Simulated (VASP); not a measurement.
A run of VASP 6.6.1:

File POSCAR:

```
Ir
1.0
    2.8339192314      0.0000000000      0.0000000000
   -1.4169596157      2.4542460467      0.0000000000
    0.0000000000      0.0000000000      4.5292243500
Ir
2
Direct
    0.6666666667      0.3333333333      0.7500000000
    0.3333333333      0.6666666667      0.2500000000
```

Contents of INCAR.step1:

```
SYSTEM = Ir
  PREC = Accurate
  ENCUT = 520
  ISMEAR = 0
  SIGMA = 0.15
  LREAL = .False.
  LASPH = .True.
  NELM = 60
  NBANDS = 16
  GGA = PE
  ALGO = Normal
  EDIFF = 1E-4
  LWAVE = .True.
  LCHARG = .False.
```

The input INCAR.step2:

```
SYSTEM = Ir
  PREC = Accurate
  ENCUT = 520
  EDIFF = 1E-7
  ISMEAR = 0
  SIGMA = 0.15
  LREAL = .False.
  LASPH = .True.
  NELM = 60
  ALGO = Normal
  ISIF = 2
  LWAVE = .False.
  LCHARG = .True.
  METAGGA = R2SCAN
  LMIXTAU = .True.
  LELF = .True.
  LVHAR = .True.
  NBANDS = 16
  ISTART = 1
```

File KPOINTS:

```
Automatic mesh
0
Gamma
  18 18 12
  0 0 0
```

Potentials or basis: VASP PAW PBE potentials, release 64 (Ir).

Run with:

```bash
$ cat potpaw_PBE.64/Ir/POTCAR > POTCAR
$ cp INCAR.step1 INCAR
$ mpirun -np 1 vasp_std > vasp.out
$ cp INCAR.step2 INCAR
$ mpirun -np 1 vasp_std > vasp.out
```

Hardware: 1 thread of Intel(R) Xeon(R) 6975P-C (Granite Rapids), with other jobs on the host.

Problem. Estimate the wall time of this run.

Solution. Run time: 4.6 min on 1 thread of Intel(R) Xeon(R) 6975P-C (Granite Rapids), with other jobs on the host, peak memory 0.24 GiB. Counts: k points 259.
